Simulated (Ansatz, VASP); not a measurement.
**One calculation of NiI, two programs**

INCAR

```
SYSTEM = NiI
ALGO = Normal
EDIFF = 1E-7
ENCUT = 520
GGA = PE
ISIF = 2
ISMEAR = -1
ISPIN = 2
LASPH = .TRUE.
LCHARG = .FALSE.
LMAXMIX = 4
LORBIT = 11
LREAL = .FALSE.
LWAVE = .FALSE.
MAGMOM = 0 0 1 1
NBANDS = 29
NELM = 150
PREC = Accurate
SIGMA = 0.05
```

Contents of KPOINTS:

```
k-points
0
G
  8 8 4
  0 0 0
```

File POSCAR:

```
NiI
1.0
    4.0555384616      0.0000000000      0.0000000000
   -2.0277692308      3.5121993338      0.0000000000
    0.0000000000      0.0000000000      6.8724920000
I Ni
2 2
Direct
    0.6666666667      0.3333333333      0.5051870000
    0.3333333333      0.6666666667      0.0051870000
    0.6666666667      0.3333333333      0.8698150000
    0.3333333333      0.6666666667      0.3698150000
```

input.yaml

```yaml
crystal:
  lattice:
    - [4.0555384616, 0.0, 0.0]
    - [-2.0277692308, 3.5121993338, 0.0]
    - [0.0, 0.0, 6.872492]
  atoms:
    - { symbol: I, position: [0.6666666667, 0.3333333333, 0.505187] }
    - { symbol: I, position: [0.3333333333, 0.6666666667, 0.005187] }
    - { symbol: Ni, position: [0.6666666667, 0.3333333333, 0.869815], spin: 1.0 }
    - { symbol: Ni, position: [0.3333333333, 0.6666666667, 0.369815], spin: 1.0 }
hamiltonian:
  xc: pbe
  pseudopotentials: { kind: paw }
magnetization:
  spin_polarized: true
kpoints:
  mp_grid: { grid: [8, 8, 4] }
scf:
  occupations: { method: fermi_dirac, width: 0.05 }
output:
  forces: true
  stress: true
  eigenvalues: true
  write_density: true
  write_potential: true
  elf: true
  volumetric_format: npy
```

Alike in both runs: task single point; functional PBE; k mesh 8 × 8 × 4; occupations fermi-dirac, width 0.05 eV; collinear spin.

|  | VASP | Ansatz |
| --- | --- | --- |
| version | VASP 6.6.1 | Ansatz 0.2.0 |
| potentials or method | VASP PAW PBE potentials, release 64 (I, Ni) | Ansatz PAW |
| plane-wave cutoff (eV) | 520 | 420 |
| valence electrons in the cell | 34 | 70 |

Ansatz gave:

* gap on the k mesh at the Fermi level (eV): none
* pressure (GPa): 0.6
* rms of the force components (eV/Å): 0.013
* net moment per atom (μB): 0.17
* size of the moment on the site where the two differ most (μB): 0.27

Question: What did VASP give for the same quantities?

Answer: gap on the k mesh at the Fermi level (eV): none; pressure (GPa): 0.6; rms of the force components (eV/Å): 0.013; net moment per atom (μB): 0.16; size of the moment on the site where the two differ most (μB): 0.26.

Site moments also hang on the region over which each program counts them. Atom by atom the forces differ by 0.000 eV/Å (rms over components). A gap of «none» marks a metal or a gap that the smearing closes. VASP's potentials hold 34 valence electrons a cell and Ansatz's 70, so a difference there can come from the potentials and not from the codes.

Neither program's run includes spin-orbit coupling.
